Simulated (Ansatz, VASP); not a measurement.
**One calculation of Sb, two programs**

```
Sb
1.0
    -1.87134    1.87134    1.87134
     1.87134   -1.87134    1.87134
     1.87134    1.87134   -1.87134
Sb
1
Direct
  0.00000 0.00000 0.00000
```

Alike in both runs: task relaxation of cell and atoms; functional B3LYP; k mesh 5 × 5 × 5; occupations fermi-dirac, width 0.05 eV; no spin polarisation.

|  | VASP | Ansatz |
| --- | --- | --- |
| version | VASP 6.6.1 | Ansatz 0.2.0 |
| potentials or method | VASP PAW PBE potentials, release 64 (Sb_d_GW) | Ansatz PAW |
| plane-wave cutoff (eV) | 500 | 420 |
| valence electrons in the cell | 15 | 15 |

```tsv
	VASP	Ansatz	Ansatz less VASP
gap on the k mesh at the Fermi level, each at its own relaxed structure (eV)	none	none	-
relaxed volume (Å³/atom)	28.27	28.27	+0.002
relaxed length of the cell vector where the two differ most in proportion (Å)	3.324	3.324	+0.0001
```

VASP's potentials were made for PBE, not for B3LYP. A gap of «none» marks a metal or a gap that the smearing closes.

The k mesh is coarse, so the values compare programs but aren't converged. Spin-orbit coupling is off throughout. Noted on Ansatz's run: the plane-wave basis is chosen anew once the cell has moved, so the energies of steps on either side of that aren't comparable.
